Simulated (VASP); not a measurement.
Set up this calculation in VASP 6.6.1, as the native input.

```yaml
Task: single point
Functional: PBE
Potentials_or_basis: VASP PAW PBE potentials, release 64 (Ni)
Cutoff: 520 eV
k_mesh: 12 × 12 × 7
Occupations: fermi-dirac, width 0.05 eV
Spin: collinear spin, ferromagnetic start
Starting_moments: "[1.0, 1.0] μB"
Dipole_correction: no
Further_INCAR_settings: ALGO = Normal; EDIFF = 1e-06; NBANDS = 21
```

The structure of Ni lies in POSCAR:

```
Ni
1.0
    2.4315927189      0.0000000000      0.0000000000
   -1.2157963594      2.1058210663      0.0000000000
    0.0000000000      0.0000000000      4.0454724674
Ni
2
Direct
    0.6666666667      0.3333333333      0.7500000000
    0.3333333333      0.6666666667      0.2500000000
```

This isn't the form of Ni at room conditions, which is fcc.

These files were run (other wordings do the same):

INCAR

```
ALGO = Normal
EDIFF = 1E-6
ENCUT = 520
GGA = PE
ISIF = 2
ISMEAR = -1
ISPIN = 2
LASPH = True
LCHARG = False
LMAXMIX = 4
LORBIT = 11
LREAL = False
LWAVE = False
MAGMOM = 1 1
NBANDS = 21
NELM = 150
PREC = Accurate
SIGMA = 0.05
```

KPOINTS

```
k-points
0
Gamma
  12 12 7
```

Potentials or basis: VASP PAW PBE potentials, release 64 (Ni).

Command:

```sh
$ cat potpaw_PBE.64/Ni/POTCAR > POTCAR
$ mpirun -np 1 vasp_std > vasp.out
```

It gave:

```yaml
Pressure: 11.8 GPa
Net_moment: 1.25 μB per cell
Site_moments: Ni +0.63 μB
Valence_electrons_inside_the_program's_atomic_spheres: Ni 9.40
```

Caveat: the cell stands under pressure.

It took 24 s on 1 thread of Intel(R) Xeon(R) 6975P-C (Granite Rapids), with other jobs on the host, peak memory 0.17 GiB.
